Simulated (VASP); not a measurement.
Write the native input for VASP 6.6.1 that does the following.

```
Task                   : relaxation of cell and atoms
Functional             : BLYP
Dispersion             : D3(BJ)
Potentials or basis    : VASP PAW PBE potentials, release 64 (Fe)
Cutoff                 : 600 eV
k mesh                 : 9 × 9 × 9
Occupations            : fermi-dirac, width 0.15 eV
Spin                   : collinear spin, ferromagnetic start
Starting moments       : [4.5] μB
Dipole correction      : no
Further INCAR settings : ALGO = Normal; EDIFF = 1e-06; IBRION = 2; EDIFFG = -0.01; NSW = 80; ISIF = 3
```

The structure of Fe lies in POSCAR:

```
Fe
1.0
    0.0000000000      1.9417400000      1.9651050000
    1.4984400000      0.0000000000      1.9651050000
    1.4984400000      1.9417400000      0.0000000000
Fe
1
Direct
    0.0000000000      0.0000000000      0.0000000000
```

The input as run:

INCAR

```
SYSTEM = Fe
  PREC = Accurate
  ENCUT = 600
  EDIFF = 1E-6
  ISMEAR = -1
  SIGMA = 0.15
  LREAL = .FALSE.
  LASPH = .TRUE.
  NELM = 150
  ALGO = Normal
  ISIF = 3
  LWAVE = .FALSE.
  LCHARG = .FALSE.
  ISPIN = 2
  MAGMOM = 4.5
  LORBIT = 11
  LMAXMIX = 4
  GGA = B5
  ALDAX = 1.0
  AGGAX = 1.0
  AGGAC = 1.0
  ALDAC = 0.0
  IVDW = 12
  VDW_S6 = 1.0
  VDW_S8 = 2.6996
  VDW_A1 = 0.4298
  VDW_A2 = 4.2359
  IBRION = 2
  NSW = 80
  EDIFFG = -0.01
```

KPOINTS

```
regular mesh
0
G
  9 9 9
  0 0 0
```

Potentials or basis: VASP PAW PBE potentials, release 64 (Fe).

Command:

```sh
$ cat potpaw_PBE.64/Fe/POTCAR > POTCAR
$ mpirun -np 1 vasp_std > vasp.out
```

It gave:

- Relaxed volume: 11.13 Å³/atom
- Relaxed cell: a = 2.812 Å, b = 2.436 Å, c = 2.436 Å, α = 70.50°, β = 54.75°, γ = 54.75°
- Space group after relaxing (to 0.1 Å): Im-3m (No. 229)
- Energy gained by relaxing: 22.9 meV/atom
- Ionic steps: 9
- Pressure after relaxing: 0.0 GPa
- Net moment: 2.10 μB per cell
- Site moments: Fe +2.09 μB
- Valence electrons inside the program's atomic spheres: Fe 7.35
- Dispersion energy per atom: -0.842 eV

Caveat: the PAW data sets were made with another functional, which shifts forces and pressure a little.

Wall time 4.1 min on 1 thread of Intel Xeon 8259CL, with other jobs on the host, peak memory 0.17 GiB.
